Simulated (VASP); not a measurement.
# Rb (Im-3m) in VASP: a series of runs

Runs on Rb. Level: PBE. Tasks: single point, relaxation of cell and atoms.

Program: VASP 6.6.1. These are calculated values, not measurements. Logs are shortened: lines on timing, memory, paths and dates and some standing lists are left out, and cuts for length are marked.

## Step 1: The cell of the first run

The structure is cubic, space group Im-3m (No. 229). Conventional cell: a = 4.282 Å, b = 4.282 Å, c = 4.282 Å, α = 90.00°, β = 90.00°, γ = 90.00°. Within 4.9 Å of Rb (site symmetry m-3m) lie 14 Rb at 3.71 to 4.28 Å.

## Step 2: Single point, PBE

INCAR

```
SYSTEM = Rb
PREC     = Accurate       ! precision mode
ENCUT    = 520            ! plane-wave cutoff, eV
EDIFF    = 1E-7           ! SCF threshold, eV
ISMEAR   = 0              ! smearing method
SIGMA    = 0.1            ! smearing width, eV
LREAL    = .FALSE.        ! projectors in reciprocal space
LASPH    = .TRUE.         ! aspherical terms in the spheres
NELM     = 80             ! most SCF steps
ALGO     = Normal         ! electronic algorithm
ISIF     = 2              ! what is computed and relaxed
LWAVE    = .FALSE.        ! write WAVECAR
LCHARG   = .FALSE.        ! write CHGCAR
GGA      = PE             ! functional
NBANDS   = 10             ! bands
```

KPOINTS

```
Automatic mesh
0
G
  14 14 14
  0 0 0
```

POSCAR

```
Rb
1.0
   -2.1408993592      2.1408993592      2.1408993592
    2.1408993592     -2.1408993592      2.1408993592
    2.1408993592      2.1408993592     -2.1408993592
Rb
1
Direct
    0.0000000000      0.0000000000      0.0000000000
```

Potentials or basis: VASP PAW PBE potentials, release 64 (Rb_sv).

On the command line:

```
cat potpaw_PBE.64/Rb_sv/POTCAR > POTCAR
mpirun -np 1 vasp_std > vasp.out
```

OUTCAR:

```text
SYSTEM = Rb
   PREC = Accurate
   ENCUT = 520
   EDIFF = 1E-7
   ISMEAR = 0
   LREAL = .FALSE.
   LASPH = .TRUE.
   NELM = 80
   ISIF = 2
   GGA = PE

 ion  position               nearest neighbor table
   1  0.000  0.000  0.000-

  LATTYP: Found a body centered cubic cell.
 ALAT       =     4.2817987184

  Lattice vectors:

 A1 = (  -2.1408993592,   2.1408993592,   2.1408993592)
 A2 = (   2.1408993592,  -2.1408993592,   2.1408993592)
 A3 = (   2.1408993592,   2.1408993592,  -2.1408993592)

Analysis of symmetry for initial positions (statically):
=====================================================================
 Subroutine PRICEL returns:
 Original cell was already a primitive cell.

 Routine SETGRP: Setting up the symmetry group for a
 body centered cubic supercell.

 Subroutine GETGRP returns: Found 48 space group operations
 (whereof 48 operations were pure point group operations)
 out of a pool of 48 trial point group operations.

The static configuration has the point symmetry O_h .

Analysis of symmetry for dynamics (positions and initial velocities):
=====================================================================
 Subroutine PRICEL returns:
 Original cell was already a primitive cell.

 Routine SETGRP: Setting up the symmetry group for a
 body centered cubic supercell.

 Subroutine GETGRP returns: Found 48 space group operations
 (whereof 48 operations were pure point group operations)
 out of a pool of 48 trial point group operations.

The dynamic configuration has the point symmetry O_h .

 Subroutine INISYM returns: Found 48 space group operations
 (whereof 48 operations are pure point group operations),
 and found     1 'primitive' translations

----------------------------------------------------------------------------------------

                                     Primitive cell

  volume of cell :      39.2508

  direct lattice vectors                    reciprocal lattice vectors
    -2.140899359  2.140899359  2.140899359     0.000000000  0.233546709  0.233546709
     2.140899359 -2.140899359  2.140899359     0.233546709  0.000000000  0.233546709
     2.140899359  2.140899359 -2.140899359     0.233546709  0.233546709  0.000000000

  length of vectors
     3.708146464  3.708146464  3.708146464     0.330284924  0.330284924  0.330284924

  position of ions in fractional coordinates (direct lattice)
     0.000000000  0.000000000  0.000000000
[... 79 lines left out ...]
   NSW    =      0    number of steps for IOM
   IBRION =     -1    ionic relax: 0-MD 1-quasi-New 2-CG
   NFREE  =      0    steps in history (QN), initial steepest desc. (CG)
   ISIF   =      2    stress and relaxation
   ISYM   =      2    0-nonsym 1-usesym 2-fastsym
   POTIM  = 0.5000    time-step for ionic-motion
   TEBEG  =    0.0;   TEEND  =   0.0 temperature during run
   PSTRESS=    0.0 pullay stress
   NELECT =       9.0000    total number of electrons
   NUPDOWN=      -1.0000    fix difference up-down
   EMIN   =  10.00;   EMAX   =-10.00  energy-range for DOS
   EFERMI =   0.00;   METHOD = LEGACY
   ISMEAR =     0;   SIGMA  =   0.10  broadening in eV -4-tet -1-fermi 0-gaus
   EFERMI_NEDOS =   21; number of points for ismear=-14 and -15
   IALGO  =     38    algorithm
   IMIX   =      4    mixing-type and parameters
     AMIX     =   0.40;   BMIX     =  1.00
     AMIX_MAG =   1.60;   BMIX_MAG =  1.00
  volume/ion in A,a.u.               =      39.25       264.88
  Fermi-wavevector in a.u.,A,eV,Ry     =   1.002012  1.893527 13.660620  1.004027
  Thomas-Fermi vector in A             =   2.134471
   LORBIT       =      0    0 simple, 1 ext, 2 COOP (PROOUT), +10 PAW based schemes
   GGA     = PE    functional components
   LHFCALC =     F    Hartree Fock is set to
   AEXX    =    0.0000 exact exchange contribution
   IVDW    =     0    specifies the selected vdW correction
   LEPSILON=     F    determine dielectric tensor
   LRPA    =     F    only Hartree local field effects (RPA)
 non-spin polarized calculation
 Gauss-broadening in eV      SIGMA  =   0.10
  energy-cutoff  :      520.00
  volume of cell :       39.25
 maximum number of plane-waves:      1071
   NGX = 13   NGY = 13   NGZ = 13

 number of electron       9.0000000 magnetization

 Free energy of the ion-electron system (eV)
  ---------------------------------------------------
  ext. energy  EPLUGINS =         0.00000000
  ---------------------------------------------------
  free energy    TOTEN  =        -0.05783267 eV

  energy without entropy =       -0.05341581  energy(sigma->0) =       -0.05562424

 E-fermi :   3.0104     XC(G=0):  -8.0033

 val. band max:        3.0058830330   @ k =   0.4286   0.1429   0.0000
 cond. band min:       3.0220473275   @ k =   0.5000   0.5000   0.4286
 fundamental gap:      0.0161642946
 Fermi energy:         3.0104160043

 k-point     1 :       0.0000    0.0000    0.0000
  band No.  band energies     occupation
      1     -26.1390      2.00000
      2      -9.6879      2.00000
      3      -9.6879      2.00000
      4      -9.6879      2.00000
      5      -0.0531      2.00000
      6       7.1729      0.00000
      7       7.1729      0.00000
      8       7.1729      0.00000
      9       8.9891      0.00000
     10       8.9891      0.00000
[... 287 lines left out ...]
 k-point    24 :       0.3571    0.2857    0.0000
  band No.  band energies     occupation
      1     -25.9659      2.00000
      2     -10.5975      2.00000
      3     -10.4132      2.00000
      4      -9.8346      2.00000
      5       3.9824      0.00000
      6       4.6891      0.00000
      7       4.7527      0.00000
      8       9.2994      0.00000
      9       9.8261      0.00000
     10      11.0992      0.00000

 [... further k-points ...]

------------------------ aborting loop because EDIFF is reached ----------------------------------------

  FORCE on cell =-STRESS in cart. coord.  units (eV):
  Direction    XX          YY          ZZ          XY          YZ          ZX
  --------------------------------------------------------------------------------------
  -------------------------------------------------------------------------------------
  Total        2.4519373      2.4519373      2.4519373     -0.0000000      0.0000000     -0.0000000
  in kB      100.0855078    100.0855078    100.0855078     -0.0000000      0.0000000     -0.0000000
  external PRESSURE =     100.0855078 kB  Pullay stress =       0.0000000 kB

 VOLUME and BASIS-vectors are now :
 -----------------------------------------------------------------------------
  energy-cutoff  :      520.00
  volume of cell :       39.25
      direct lattice vectors                 reciprocal lattice vectors
    -2.140899359  2.140899359  2.140899359     0.000000000  0.233546709  0.233546709
     2.140899359 -2.140899359  2.140899359     0.233546709  0.000000000  0.233546709
     2.140899359  2.140899359 -2.140899359     0.233546709  0.233546709  0.000000000

 POSITION                                       TOTAL-FORCE (eV/Angst)
 -----------------------------------------------------------------------------------
      0.00000      0.00000      0.00000         0.000000      0.000000     -0.000000
 -----------------------------------------------------------------------------------
    total drift:                                0.000000      0.000000      0.000000

  FREE ENERGIE OF THE ION-ELECTRON SYSTEM (eV)
  ---------------------------------------------------
  free  energy   TOTEN  =        -0.0578326725 eV

  energy  without entropy=       -0.0534158107  energy(sigma->0) =       -0.05562424
```

Wall time 16 s (1 thread of AMD EPYC 9R45 (Zen 5), shared host); peak memory 0.15 GiB.

What came out:

| Property | Result |
| --- | --- |
| Free energy | -0.0578 eV |
| Pressure | 10.0 GPa |

## Step 3: Relaxation of cell and atoms, PBE, target pressure 20 GPa, at which the enthalpy is minimised

This run uses another cell than the first one, of 36.23 Å³/atom, 0.923 times its volume.

INCAR

```
PREC     = Accurate       # precision mode
ENCUT    = 600            # plane-wave cutoff, eV
EDIFF    = 1E-6           # SCF threshold, eV
ISMEAR   = 0              # smearing method
SIGMA    = 0.1            # smearing width, eV
LREAL    = False          # projectors in reciprocal space
LASPH    = True           # aspherical terms in the spheres
NELM     = 100            # most SCF steps
ALGO     = Normal         # electronic algorithm
ISIF     = 3              # what is computed and relaxed
LWAVE    = False          # write WAVECAR
LCHARG   = False          # write CHGCAR
GGA      = PE             # functional
IBRION   = 2              # ionic algorithm
NSW      = 70             # ionic steps
EDIFFG   = -0.008         # ionic threshold
PSTRESS  = 200.0
```

KPOINTS

```
regular mesh
0
Gamma
  14 14 14
```

POSCAR

```
Rb
1.0
   -2.0845631969      2.0845631969      2.0845631969
    2.0845631969     -2.0845631969      2.0845631969
    2.0845631969      2.0845631969     -2.0845631969
Rb
1
Direct
    0.0000000000      0.0000000000      0.0000000000
```

Potentials or basis: VASP PAW PBE potentials, release 64 (Rb_sv).

On the command line:

```
cat potpaw_PBE.64/Rb_sv/POTCAR > POTCAR
mpirun -np 1 vasp_std > vasp.out
```

Run time: 38 s. Hardware: 1 thread of AMD EPYC 9R45 (Zen 5), shared host; peak memory 0.16 GiB.

The run converged. Its results:

```yaml
Free_energy: 0.9227 eV
Relaxed_volume: 28.35 Å³/atom
Relaxed_cell: a = 3.327 Å, b = 3.327 Å, c = 3.327 Å, α = 109.47°, β = 109.47°, γ = 109.47°
Space_group_after_relaxing_to_0.05_Å: Im-3m (No. 229)
Energy_change_on_relaxing_the_enthalpy_is_what_falls: +771.4 meV/atom
Ionic_steps: 3
Pressure_after_relaxing: 20.0 GPa
```

The path:
```csv
step,energy change (eV),largest force (eV/Å),pressure (GPa),volume (Å³)
1,0.0000,0.0000,12.28,36.23
2,0.8374,0.0000,20.80,27.83
3,0.7714,0.0000,20.01,28.35
```

Final structure:
```xyz
1
Lattice="-1.9209 1.9209 1.9209 1.9209 -1.9209 1.9209 1.9209 1.9209 -1.9209" Properties=species:S:1:pos:R:3 pbc="T T T"
Rb    0.0000    0.0000    0.0000
```

Levels at points of the mesh, in eV from the Fermi level:
```
           k point  band 1  band 2  band 3  band 4  band 5  band 6  band 7  band 8
(0.00, 0.00, 0.00)  -29.73  -12.47  -12.47  -12.47   -2.83    4.36    4.36    4.36
(0.50, 0.00, 0.00)  -29.26  -14.99  -13.18  -12.54   -0.82    1.83    4.46    7.27
(0.50, 0.50, 0.50)  -28.95  -14.05  -14.05  -14.05   -1.03   -1.03    9.33    9.33
```

Caveat: the cell is relaxed towards a set pressure, so the enthalpy falls and the energy may rise; the volume moved by over 15 % at a fixed basis, so the end points are rough.

## Step 4: Relaxation of cell and atoms, PBE, target pressure 40 GPa, at which the enthalpy is minimised

This run uses another cell than the first one, of 26.12 Å³/atom, 0.665 times its volume.

INCAR

```
ALGO     = Fast           # electronic algorithm
EDIFF    = 1E-7           # SCF threshold, eV
EDIFFG   = -0.008         # ionic threshold
ENCUT    = 600            # plane-wave cutoff, eV
GGA      = PE             # functional
IBRION   = 2              # ionic algorithm
ISIF     = 3              # what is computed and relaxed
ISMEAR   = 0              # smearing method
LASPH    = True           # aspherical terms in the spheres
LCHARG   = False          # write CHGCAR
LREAL    = False          # projectors in reciprocal space
LWAVE    = False          # write WAVECAR
NELM     = 60             # most SCF steps
NSW      = 70             # ionic steps
PREC     = Accurate       # precision mode
PSTRESS  = 400.0        
SIGMA    = 0.1            # smearing width, eV
```

KPOINTS

```
k-points
0
Gamma
  16 16 16
```

POSCAR

```
Rb
1.0
   -1.8691389865      1.8691389865      1.8691389865
    1.8691389865     -1.8691389865      1.8691389865
    1.8691389865      1.8691389865     -1.8691389865
Rb
1
Direct
    0.0000000000      0.0000000000      0.0000000000
```

On the command line:

```
cat potpaw_PBE.64/Rb_sv/POTCAR > POTCAR
mpirun -np 1 vasp_std > vasp.out
```

Run time: 1.9 min. Hardware: 1 thread of AMD EPYC 9R45 (Zen 5), shared host; peak memory 0.16 GiB.

It converged, with:

```yaml
Free_energy: 2.3640 eV
Relaxed_volume: 20.13 Å³/atom
Relaxed_cell: a = 2.968 Å, b = 2.968 Å, c = 2.968 Å, α = 109.47°, β = 109.47°, γ = 109.47°
Space_group_after_relaxing_to_0.05_Å: Im-3m (No. 229)
Energy_change_on_relaxing_the_enthalpy_is_what_falls: +1137.2 meV/atom
Ionic_steps: 4
Pressure_after_relaxing: 40.0 GPa
```

Step by step:
```
step  energy change (eV)  largest force (eV/Å)  pressure (GPa)  volume (Å³)
   1              0.0000                0.0000           23.52        26.12
   2              2.0329                0.0000           62.70        17.22
   3              1.0971                0.0000           38.98        20.29
   4              1.1372                0.0000           39.96        20.13
```

Final structure:
```
Rb
1.0
    -1.71354    1.71354    1.71354
     1.71354   -1.71354    1.71354
     1.71354    1.71354   -1.71354
Rb
1
Direct
  0.00000 0.00000 0.00000
```

Levels at points of the mesh, in eV from the Fermi level:
| k point | band 2 | band 3 | band 4 | band 5 | band 6 | band 7 |
| --- | --- | --- | --- | --- | --- | --- |
| (0.00, 0.00, 0.00) | -12.05 | -12.05 | -12.05 | -1.63 | 4.42 | 4.42 |
| (0.50, 0.00, 0.00) | -17.05 | -13.48 | -12.26 | -1.44 | 1.09 | 7.71 |
| (0.50, 0.50, 0.50) | -15.19 | -15.19 | -15.19 | -2.57 | -2.57 | 13.10 |

Caveat: the cell is relaxed towards a set pressure, so the enthalpy falls and the energy may rise; the volume moved by over 15 % at a fixed basis, so the end points are rough.

## Step 5: Relaxation of cell and atoms, PBE, target pressure 2 GPa, at which the enthalpy is minimised

This run uses another cell than the first one, of 89.44 Å³/atom, 2.279 times its volume.

INCAR

```
  ALGO = Fast
  EDIFF = 1E-7
  EDIFFG = -0.008
  ENCUT = 600
  GGA = PE
  IBRION = 2
  ISIF = 3
  ISMEAR = 0
  LASPH = True
  LCHARG = False
  LREAL = False
  LWAVE = False
  NELM = 80
  NSW = 70
  PREC = Accurate
  PSTRESS = 20.0
  SIGMA = 0.1
```

KPOINTS

```
k-points
0
Gamma
  10 10 10
```

POSCAR

```
Rb
1.0
   -2.8171941714      2.8171941714      2.8171941714
    2.8171941714     -2.8171941714      2.8171941714
    2.8171941714      2.8171941714     -2.8171941714
Rb
1
Direct
    0.0000000000      0.0000000000      0.0000000000
```

Potentials or basis: VASP PAW PBE potentials, release 64 (Rb_sv).

On the command line:

```
cat potpaw_PBE.64/Rb_sv/POTCAR > POTCAR
mpirun -np 1 vasp_std > vasp.out
```

OUTCAR:

```text
EDIFF = 1E-7
   EDIFFG = -0.008
   ENCUT = 600
   GGA = PE
   IBRION = 2
   ISIF = 3
   ISMEAR = 0
   LASPH = True
   LREAL = False
   NELM = 80
   NSW = 70
   PREC = Accurate
   PSTRESS = 20.0

 ion  position               nearest neighbor table
   1  0.000  0.000  0.000-

  LATTYP: Found a body centered cubic cell.
 ALAT       =     5.6343883428

  Lattice vectors:

 A1 = (  -2.8171941714,   2.8171941714,   2.8171941714)
 A2 = (   2.8171941714,  -2.8171941714,   2.8171941714)
 A3 = (   2.8171941714,   2.8171941714,  -2.8171941714)

Analysis of symmetry for initial positions (statically):
=====================================================================
 Subroutine PRICEL returns:
 Original cell was already a primitive cell.

 Routine SETGRP: Setting up the symmetry group for a
 body centered cubic supercell.

 Subroutine GETGRP returns: Found 48 space group operations
 (whereof 48 operations were pure point group operations)
 out of a pool of 48 trial point group operations.

The static configuration has the point symmetry O_h .

Analysis of symmetry for dynamics (positions and initial velocities):
=====================================================================
[... 166 lines left out ...]
  Total        0.0331043      0.0331043      0.0331043     -0.0000000     -0.0000000      0.0000000
  in kB        0.5930417      0.5930417      0.5930417     -0.0000000     -0.0000000      0.0000000
  external PRESSURE =     -19.4069583 kB  Pullay stress =      20.0000000 kB
[... 135 lines left out ...]
--------------------------------------- Ionic step        5  -------------------------------------------

 number of electron       9.0000000 magnetization

 Free energy of the ion-electron system (eV)
  ---------------------------------------------------
  ext. energy  EPLUGINS =         0.00000000
  ---------------------------------------------------
  free energy    TOTEN  =        -0.80683418 eV

  energy without entropy =       -0.79911175  energy(sigma->0) =       -0.80297297

 E-fermi :   1.0202     XC(G=0):  -6.4181

 val. band max:        0.9371835165   @ k =  -0.3000   0.3000   0.3000
 cond. band min:       1.0386453074   @ k =   0.3000   0.2000   0.0000
 fundamental gap:      0.1014617908
 Fermi energy:         1.0202405387

 k-point     1 :       0.0000    0.0000    0.0000
  band No.  band energies     occupation
      1     -27.8098      2.00000
      2     -11.7758      2.00000
      3     -11.7758      2.00000
      4     -11.7758      2.00000
      5      -1.4807      2.00000
      6       4.9679      0.00000
      7       4.9679      0.00000
      8       4.9679      0.00000
[... 243 lines left out ...]
 k-point    24 :      -0.3000    0.3000    0.1000
  band No.  band energies     occupation
      1     -27.7935      2.00000
      2     -11.9799      2.00000
      3     -11.8503      2.00000
      4     -11.8001      2.00000
      5       0.0003      2.00000
      6       3.2170      0.00000
      7       4.0371      0.00000
      8       5.2067      0.00000

 [... further k-points ...]

------------------------ aborting loop because EDIFF is reached ----------------------------------------

  FORCE on cell =-STRESS in cart. coord.  units (eV):
  Direction    XX          YY          ZZ          XY          YZ          ZX
  --------------------------------------------------------------------------------------
  -------------------------------------------------------------------------------------
  Total        0.7851217      0.7851217      0.7851217      0.0000000      0.0000000      0.0000000
  in kB       19.8088337     19.8088337     19.8088337      0.0000000      0.0000000      0.0000000
  external PRESSURE =      -0.1911663 kB  Pullay stress =      20.0000000 kB
[... 20 lines left out ...]
  energy  without entropy=       -0.7991117539  energy(sigma->0) =       -0.80297297

  enthalpy is  TOTEN    =        -0.0141356253 eV   P V=        0.7926985535

 reached required accuracy - stopping structural energy minimisation
```

CONTCAR:

```text
Rb
   1.00000000000000
    -2.5132916423126361    2.5132916423126361    2.5132916423126361
     2.5132916423126361   -2.5132916423126361    2.5132916423126361
     2.5132916423126361    2.5132916423126361   -2.5132916423126361
  Rb
     1
Direct
     0.0000000000000000    0.0000000000000000    0.0000000000000000

  0.00000000E+00  0.00000000E+00  0.00000000E+00
```

Wall time 2.4 min (1 thread of AMD EPYC 9R45 (Zen 5), shared host); peak memory 0.24 GiB.

What came out:

- Free energy: -0.8068 eV
- Relaxed volume: 63.50 Å³/atom
- Relaxed cell: a = 4.353 Å, b = 4.353 Å, c = 4.353 Å, α = 109.47°, β = 109.47°, γ = 109.47°
- Space group after relaxing (to 0.05 Å): Im-3m (No. 229)
- Energy change on relaxing (the enthalpy is what falls): +128.7 meV/atom
- Ionic steps: 5
- Pressure after relaxing: 2.0 GPa

Step by step:
| step | energy change (eV) | largest force (eV/Å) | pressure (GPa) | volume (Å³) |
| --- | --- | --- | --- | --- |
| 1 | 0.0000 | 0.0000 | 0.06 | 89.44 |
| 2 | 0.0287 | 0.0000 | 0.71 | 76.13 |
| 3 | 0.0963 | 0.0000 | 1.60 | 66.41 |
| 4 | 0.1346 | 0.0000 | 2.04 | 63.03 |
| 5 | 0.1287 | 0.0000 | 1.98 | 63.50 |

Final structure:
```
CELL_PARAMETERS angstrom
-2.51329 2.51329 2.51329
2.51329 -2.51329 2.51329
2.51329 2.51329 -2.51329
ATOMIC_POSITIONS crystal
Rb 0.00000 0.00000 0.00000
```

Caveat: the cell is relaxed towards a set pressure, so the enthalpy falls and the energy may rise; the volume moved by over 15 % at a fixed basis, so the end points are rough.

(Continued in part 2 of 2.)
